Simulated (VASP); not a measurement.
# AlO2 (Cmcm) in VASP: a series of runs, part 2 of 2

VASP 6.6.1. The steps go on from the part before.

**3. Single point, RPBE**

POSCAR reads:

```
AlO2
1.0
    1.4881620000     -5.4028330000      0.0000000000
    1.4881620000      5.4028330000      0.0000000000
    0.0000000000      0.0000000000      3.6466120000
Al O
2 4
Direct
    0.6681330000      0.3318670000      0.7500000000
    0.3318670000      0.6681330000      0.2500000000
    0.0610720000      0.9389280000      0.7500000000
    0.9389280000      0.0610720000      0.2500000000
    0.2941840000      0.7058160000      0.7500000000
    0.7058160000      0.2941840000      0.2500000000
```

INCAR.step1 reads:

```
SYSTEM = AlO2
ALGO = Normal
EDIFF = 1E-6
ENCUT = 520
GGA = RP
ISIF = 2
ISMEAR = -1
LASPH = .True.
LCHARG = .True.
LREAL = .False.
LWAVE = .False.
NBANDS = 24
NELM = 100
PREC = Accurate
SIGMA = 0.05
```

KPOINTS.step1 reads:

```
k-points
0
Gamma
  9 9 7
  0 0 0
```

INCAR.step2 reads:

```
SYSTEM = AlO2
ALGO = Normal
EDIFF = 1E-6
ENCUT = 520
GGA = RP
ICHARG = 11
ISIF = 2
ISMEAR = -5
LASPH = .True.
LCHARG = .False.
LORBIT = 10
LREAL = .False.
LWAVE = .False.
NBANDS = 24
NEDOS = 1001
NELM = 100
PREC = Accurate
SIGMA = 0.05
```

KPOINTS.step2 reads:

```
k-points
0
Gamma
  14 14 11
  0 0 0
```

Potentials or basis: VASP PAW PBE potentials, release 64 (Al, O).

Run with:

```sh
$ cat potpaw_PBE.64/Al/POTCAR potpaw_PBE.64/O/POTCAR > POTCAR
$ cp INCAR.step1 INCAR
$ cp KPOINTS.step1 KPOINTS
$ mpirun -np 1 vasp_std > vasp.out
$ cp INCAR.step2 INCAR
$ cp KPOINTS.step2 KPOINTS
$ mpirun -np 1 vasp_std > vasp.out
```

OUTCAR:

```text
SYSTEM = AlO2
   EDIFF = 1E-6
   ENCUT = 520
   GGA = RP
   ICHARG = 11
   ISIF = 2
   ISMEAR = -5
   LASPH = .True.
   LORBIT = 10
   LREAL = .False.
   NELM = 100
   PREC = Accurate

 ion  position               nearest neighbor table
   1  0.668  0.332  0.750-   6 1.87   6 1.87   3 1.88   3 1.88   5 2.02   5 2.02   2 2.94   2 2.94
                             2 2.94   2 2.94
   2  0.332  0.668  0.250-   5 1.87   5 1.87   4 1.88   4 1.88   6 2.02   6 2.02   1 2.94   1 2.94
                             1 2.94   1 2.94
   3  0.061  0.939  0.750-   1 1.88   1 1.88
   4  0.939  0.061  0.250-   2 1.88   2 1.88
   5  0.294  0.706  0.750-   2 1.87   2 1.87   1 2.02   1 2.02
   6  0.706  0.294  0.250-   1 1.87   1 1.87   2 2.02   2 2.02

  LATTYP: Found a base centered orthorhombic cell.
 ALAT       =     2.9763240000
 B/A-ratio  =     3.6305408954
 C/A-ratio  =     1.2252066643

  Lattice vectors:

 A1 = (   1.4881620000,  -5.4028330000,   0.0000000000)
 A2 = (   1.4881620000,   5.4028330000,   0.0000000000)
 A3 = (   0.0000000000,   0.0000000000,   3.6466120000)
[... 840 lines left out ...]
     24      18.3446      0.00000

 [... further k-points ...]

------------------------ aborting loop because EDIFF is reached ----------------------------------------

  FORCE on cell =-STRESS in cart. coord.  units (eV):
  Direction    XX          YY          ZZ          XY          YZ          ZX
  --------------------------------------------------------------------------------------
  -------------------------------------------------------------------------------------
  Total        0.7245675      0.6826384      1.7803608      0.0000000     -0.0000000      0.0000000
  in kB       19.7969423     18.6513373     48.6437776      0.0000000     -0.0000000      0.0000000
  external PRESSURE =      29.0306857 kB  Pullay stress =       0.0000000 kB

 VOLUME and BASIS-vectors are now :
 -----------------------------------------------------------------------------
  energy-cutoff  :      520.00
  volume of cell :       58.64
      direct lattice vectors                 reciprocal lattice vectors
     1.488162000 -5.402833000  0.000000000     0.335984926 -0.092544041  0.000000000
     1.488162000  5.402833000  0.000000000     0.335984926  0.092544041  0.000000000
     0.000000000  0.000000000  3.646612000     0.000000000  0.000000000  0.274227146

 POSITION                                       TOTAL-FORCE (eV/Angst)
 -----------------------------------------------------------------------------------
      1.48816     -1.81679      2.73496         0.000000      0.163334      0.000000
      1.48816      1.81679      0.91165         0.000000     -0.163334     -0.000000
      1.48816      4.74291      2.73496         0.000000      0.866796     -0.000000
      1.48816     -4.74291      0.91165         0.000000     -0.866796     -0.000000
      1.48816      2.22398      2.73496         0.000000     -0.187964      0.000000
      1.48816     -2.22398      0.91165         0.000000      0.187964     -0.000000
 -----------------------------------------------------------------------------------
    total drift:                               -0.000000      0.000000     -0.000000

  FREE ENERGIE OF THE ION-ELECTRON SYSTEM (eV)
  ---------------------------------------------------
  free  energy   TOTEN  =       -37.4492529422 eV

  energy  without entropy=      -37.4492529422  energy(sigma->0) =      -37.44925294

 total charge

# of ion       s       p       d       tot
------------------------------------------
    1        0.311   0.389   0.000   0.700
    2        0.311   0.389   0.000   0.700
    3        1.599   3.310   0.000   4.909
    4        1.599   3.310   0.000   4.909
    5        1.562   3.597   0.000   5.159
    6        1.562   3.597   0.000   5.159
--------------------------------------------------
tot          6.942  14.593   0.000  21.535
```

OSZICAR.step1:

```text
N       E                     dE             d eps       ncg     rms          rms(c)
DAV:   1     0.129706241670E+03    0.12971E+03   -0.15947E+04  4808   0.117E+03
DAV:   2    -0.332825930619E+02   -0.16299E+03   -0.15763E+03  6336   0.259E+02
DAV:   3    -0.407319542805E+02   -0.74494E+01   -0.73943E+01  6328   0.538E+01
DAV:   4    -0.407908957223E+02   -0.58941E-01   -0.58931E-01  5200   0.557E+00
DAV:   5    -0.407916495269E+02   -0.75380E-03   -0.75378E-03  6240   0.621E-01    0.124E+01
DAV:   6    -0.374537425325E+02    0.33379E+01   -0.10618E+01  5960   0.234E+01    0.505E+00
DAV:   7    -0.374448944970E+02    0.88480E-02   -0.12352E+00  5544   0.755E+00    0.283E+00
DAV:   8    -0.374426748543E+02    0.22196E-02   -0.17591E-01  6232   0.310E+00    0.142E+00
DAV:   9    -0.374665879387E+02   -0.23913E-01   -0.43357E-02  5088   0.174E+00    0.464E-01
DAV:  10    -0.374713260467E+02   -0.47381E-02   -0.12527E-02  5952   0.828E-01    0.238E-01
DAV:  11    -0.374716392112E+02   -0.31316E-03   -0.26423E-03  5512   0.397E-01    0.545E-02
DAV:  12    -0.374717711170E+02   -0.13191E-03   -0.40543E-04  5720   0.146E-01    0.169E-02
DAV:  13    -0.374717781356E+02   -0.70187E-05   -0.43743E-05  5744   0.439E-02    0.137E-02
DAV:  14    -0.374717754109E+02    0.27247E-05   -0.14077E-05  5432   0.285E-02    0.359E-03
DAV:  15    -0.374717761644E+02   -0.75346E-06   -0.25463E-06  4880   0.108E-02
   1 F= -.37471776E+02 E0= -.37452066E+02  d E =-.394201E-01
```

Wall time 14 min (1 thread of Intel Xeon 8259CL, shared host); peak memory 0.47 GiB.

What came out:

```yaml
Valence_electrons_inside_the_program's_atomic_spheres: Al 0.70; O 4.91, 5.16 (each value once)
```

Caveat: the PAW data sets were made with another functional, which shifts forces and pressure a little; tetrahedron occupations give inexact forces and stress in metals.

**4. Single point, BLYP**

POSCAR is that of step 3.

INCAR.step1 reads:

```
PREC = Accurate
ENCUT = 520
EDIFF = 1E-6
ISMEAR = -1
SIGMA = 0.05
LREAL = F
LASPH = T
NELM = 80
ALGO = Normal
ISIF = 2
LWAVE = F
LCHARG = T
GGA = B5
ALDAX = 1.0
AGGAX = 1.0
AGGAC = 1.0
ALDAC = 0.0
NBANDS = 24
```

KPOINTS.step1 reads:

```
Automatic mesh
0
Gamma
  9 9 7
```

INCAR.step2 reads:

```
PREC = Accurate
ENCUT = 520
EDIFF = 1E-6
ISMEAR = -5
SIGMA = 0.05
LREAL = F
LASPH = T
NELM = 80
ALGO = Normal
ISIF = 2
LWAVE = F
LCHARG = F
GGA = B5
ALDAX = 1.0
AGGAX = 1.0
AGGAC = 1.0
ALDAC = 0.0
LORBIT = 10
NEDOS = 2001
ICHARG = 11
```

KPOINTS.step2 reads:

```
Automatic mesh
0
Gamma
  14 14 11
```

Run with:

```sh
$ cat potpaw_PBE.64/Al/POTCAR potpaw_PBE.64/O/POTCAR > POTCAR
$ cp INCAR.step1 INCAR
$ cp KPOINTS.step1 KPOINTS
$ mpirun -np 1 vasp_std > vasp.out
$ cp INCAR.step2 INCAR
$ cp KPOINTS.step2 KPOINTS
$ mpirun -np 1 vasp_std > vasp.out
```

It took 12 min on 1 thread of Intel Xeon 8259CL, shared host; peak memory 0.44 GiB.

The run converged. Its results:

```yaml
Valence_electrons_inside_the_program's_atomic_spheres: Al 0.68; O 4.90, 5.16 (each value once)
```

Levels at points of the mesh, in eV from the Fermi level:
```
           k point  band 11  band 12  band 13  band 14  band 15  band 16  band 17  band 18  band 19
(0.00, 0.00, 0.00)    -2.31    -1.82    -1.38    -0.49     0.05     0.06     6.10     8.58    10.12
(0.50, 0.00, 0.00)    -2.56    -2.48    -1.79    -1.10    -0.55    -0.04     9.94    10.06    11.74
(0.50, 0.50, 0.00)    -1.72    -1.54    -1.54    -1.50    -0.49     0.00     7.53     7.74     9.12
```

Caveat: the PAW data sets were made with another functional, which shifts forces and pressure a little; tetrahedron occupations give inexact forces and stress in metals.
